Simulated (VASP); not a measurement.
# Al2Pt (Fm-3m) in VASP: a series of runs, part 2 of 2

VASP 6.6.1. Earlier steps stand in the parts before.

## 3. Single point, PBE

This run uses another cell than the first one, of 19.11 Å³/atom.

INCAR reads:

```
  PREC = Accurate
  ENCUT = 520
  EDIFF = 1E-6
  ISMEAR = -1
  SIGMA = 0.05
  LREAL = False
  LASPH = True
  NELM = 100
  ALGO = Normal
  ISIF = 2
  LWAVE = False
  LCHARG = True
  GGA = PE
  LELF = True
  LVHAR = True
  NBANDS = 15
```

KPOINTS reads:

```
regular mesh
0
Gamma
  11 11 11
```

POSCAR reads:

```
Al2Pt
1.0
    0.0000000000      3.0604756895      3.0604756895
    3.0604756895      0.0000000000      3.0604756895
    3.0604756895      3.0604756895      0.0000000000
Al Pt
2 1
Direct
    0.2500000000      0.2500000000      0.2500000000
    0.7500000000      0.7500000000      0.7500000000
    0.0000000000      0.0000000000      0.0000000000
```

Potentials or basis: VASP PAW PBE potentials, release 64 (Al, Pt).

Command:

```console
cat potpaw_PBE.64/Al/POTCAR potpaw_PBE.64/Pt/POTCAR > POTCAR
mpirun -np 1 vasp_std > vasp.out
```

OUTCAR:

```text
PREC = Accurate
   ENCUT = 520
   EDIFF = 1E-6
   ISMEAR = -1
   LREAL = False
   LASPH = True
   NELM = 100
   ISIF = 2
   GGA = PE

 ion  position               nearest neighbor table
   1  0.250  0.250  0.250-   3 2.65   3 2.65   3 2.65   3 2.65   2 3.06   2 3.06   2 3.06   2 3.06
                             2 3.06   2 3.06
   2  0.750  0.750  0.750-   3 2.65   3 2.65   3 2.65   3 2.65   1 3.06   1 3.06   1 3.06   1 3.06
                             1 3.06   1 3.06
   3  0.000  0.000  0.000-   2 2.65   2 2.65   2 2.65   1 2.65   1 2.65   1 2.65   2 2.65   1 2.65

  LATTYP: Found a face centered cubic cell.
 ALAT       =     6.1209513790

  Lattice vectors:

 A1 = (   0.0000000000,   3.0604756895,   3.0604756895)
 A2 = (   3.0604756895,   0.0000000000,   3.0604756895)
 A3 = (   3.0604756895,   3.0604756895,   0.0000000000)

Analysis of symmetry for initial positions (statically):
=====================================================================
 Subroutine PRICEL returns:
 Original cell was already a primitive cell.

 Routine SETGRP: Setting up the symmetry group for a
 face centered cubic supercell.

 Subroutine GETGRP returns: Found 48 space group operations
 (whereof 48 operations were pure point group operations)
 out of a pool of 48 trial point group operations.

The static configuration has the point symmetry O_h .

Analysis of symmetry for dynamics (positions and initial velocities):
=====================================================================
 Subroutine PRICEL returns:
 Original cell was already a primitive cell.

 Routine SETGRP: Setting up the symmetry group for a
 face centered cubic supercell.

 Subroutine GETGRP returns: Found 48 space group operations
 (whereof 48 operations were pure point group operations)
 out of a pool of 48 trial point group operations.

The dynamic configuration has the point symmetry O_h .

 Subroutine INISYM returns: Found 48 space group operations
 (whereof 48 operations are pure point group operations),
 and found     1 'primitive' translations

[... 126 lines left out ...]
   LRPA    =     F    only Hartree local field effects (RPA)
 non-spin polarized calculation
  energy-cutoff  :      520.00
  volume of cell :       57.33
 maximum number of plane-waves:      1563
   NGX = 17   NGY = 17   NGZ = 17

 number of electron      15.9999999 magnetization

 Free energy of the ion-electron system (eV)
  ---------------------------------------------------
  ext. energy  EPLUGINS =         0.00000000
  ---------------------------------------------------
  free energy    TOTEN  =       -16.10496358 eV

  energy without entropy =      -16.09444428  energy(sigma->0) =      -16.09970393

 E-fermi :   6.6949     XC(G=0): -10.2484

 val. band max:        6.6915500255   @ k =  -0.4545   0.2727   0.0909
 cond. band min:       6.7862989197   @ k =  -0.3636   0.2727   0.0909
 fundamental gap:      0.0947488942
 Fermi energy:         6.6949124026

 k-point     1 :       0.0000    0.0000    0.0000
  band No.  band energies     occupation
      1      -2.7944      2.00000
      2       2.1966      2.00000
      3       2.1966      2.00000
      4       2.1966      2.00000
      5       3.4343      2.00000
      6       3.4343      2.00000
      7       8.8979      0.00000
      8      10.4547      0.00000
      9      10.4547      0.00000
     10      10.4547      0.00000
     11      11.5598      0.00000
     12      11.5598      0.00000
     13      11.5598      0.00000
     14      12.6939      0.00000
[... 401 lines left out ...]
      2       1.6350      2.00000
      3       2.4041      2.00000
      4       2.5307      2.00000
      5       3.2380      2.00000
      6       3.5659      2.00000
      7       5.7280      2.00000
      8       6.6193      1.63881
      9       9.0476      0.00000
     10      10.7550      0.00000
     11      10.8897      0.00000
     12      11.7593      0.00000
     13      12.9091      0.00000
     14      12.9228      0.00000
     15      14.0044      0.00000

 [... further k-points ...]

------------------------ aborting loop because EDIFF is reached ----------------------------------------

  FORCE on cell =-STRESS in cart. coord.  units (eV):
  Direction    XX          YY          ZZ          XY          YZ          ZX
  --------------------------------------------------------------------------------------
  -------------------------------------------------------------------------------------
  Total       -3.3359258     -3.3359258     -3.3359258      0.0000000     -0.0000000      0.0000000
  in kB      -93.2245216    -93.2245216    -93.2245216      0.0000000     -0.0000000      0.0000000
  external PRESSURE =     -93.2245216 kB  Pullay stress =       0.0000000 kB

 VOLUME and BASIS-vectors are now :
 -----------------------------------------------------------------------------
  energy-cutoff  :      520.00
  volume of cell :       57.33
      direct lattice vectors                 reciprocal lattice vectors
     0.000000000  3.060475690  3.060475690    -0.163373296  0.163373296  0.163373296
     3.060475690  0.000000000  3.060475690     0.163373296 -0.163373296  0.163373296
     3.060475690  3.060475690  0.000000000     0.163373296  0.163373296 -0.163373296

 POSITION                                       TOTAL-FORCE (eV/Angst)
 -----------------------------------------------------------------------------------
      1.53024      1.53024      1.53024         0.000000      0.000000      0.000000
      4.59071      4.59071      4.59071         0.000000      0.000000      0.000000
      0.00000      0.00000      0.00000        -0.000000     -0.000000     -0.000000
 -----------------------------------------------------------------------------------
    total drift:                                0.000000     -0.000000      0.000000

  FREE ENERGIE OF THE ION-ELECTRON SYSTEM (eV)
  ---------------------------------------------------
  free  energy   TOTEN  =       -16.1049635794 eV

  energy  without entropy=      -16.0944442786  energy(sigma->0) =      -16.09970393
```

OSZICAR:

```text
N       E                     dE             d eps       ncg     rms          rms(c)
DAV:   1     0.464934144658E+02    0.46493E+02   -0.65318E+03  1688   0.900E+02
DAV:   2    -0.150475907726E+02   -0.61541E+02   -0.53435E+02  2072   0.156E+02
DAV:   3    -0.165952791697E+02   -0.15477E+01   -0.15358E+01  2165   0.242E+01
DAV:   4    -0.166083708528E+02   -0.13092E-01   -0.13090E-01  2009   0.259E+00
DAV:   5    -0.166086145831E+02   -0.24373E-03   -0.24373E-03  2275   0.371E-01    0.720E+00
DAV:   6    -0.162193370332E+02    0.38928E+00   -0.18436E+00  2009   0.120E+01    0.197E+00
DAV:   7    -0.161335305726E+02    0.85806E-01   -0.17525E-01  1953   0.390E+00    0.149E+00
DAV:   8    -0.161047239546E+02    0.28807E-01   -0.38895E-02  2009   0.158E+00    0.264E-01
DAV:   9    -0.161047638840E+02   -0.39929E-04   -0.15900E-03  2059   0.334E-01    0.169E-01
DAV:  10    -0.161049586278E+02   -0.19474E-03   -0.29546E-04  1911   0.114E-01    0.178E-02
DAV:  11    -0.161049602626E+02   -0.16348E-05   -0.16714E-05  2135   0.370E-02    0.903E-03
DAV:  12    -0.161049635922E+02   -0.33295E-05   -0.61988E-06  1911   0.138E-02    0.118E-03
DAV:  13    -0.161049635794E+02    0.12758E-07   -0.15829E-07  1568   0.236E-03
   1 F= -.16104964E+02 E0= -.16099704E+02  d E =-.105193E-01
```

stdout:

```text
POSCAR found type information on POSCAR AlPt
 POSCAR found :  2 types and       3 ions
 scaLAPACK will be used
 LDA part: xc-table for (Slater+PW92), standard interpolation
 POSCAR, INCAR and KPOINTS ok, starting setup
 FFT: planning ... GRIDC
 FFT: planning ... GRID_SOFT
 FFT: planning ... GRID
 WAVECAR not read
 entering main loop
```

It took 15 s on 1 thread of Intel Xeon 6975P-C (Granite Rapids), shared host; peak memory 0.2 GiB.

Results:

* Free energy: -16.1050 eV
* Pressure: -9.3 GPa
* Band gap on the k mesh: zero (bands 8 and 9 overlap by 5.05 eV)

Caveat: the cell stands under tension; spin-orbit coupling is left out, which moves the levels of the heavy elements.
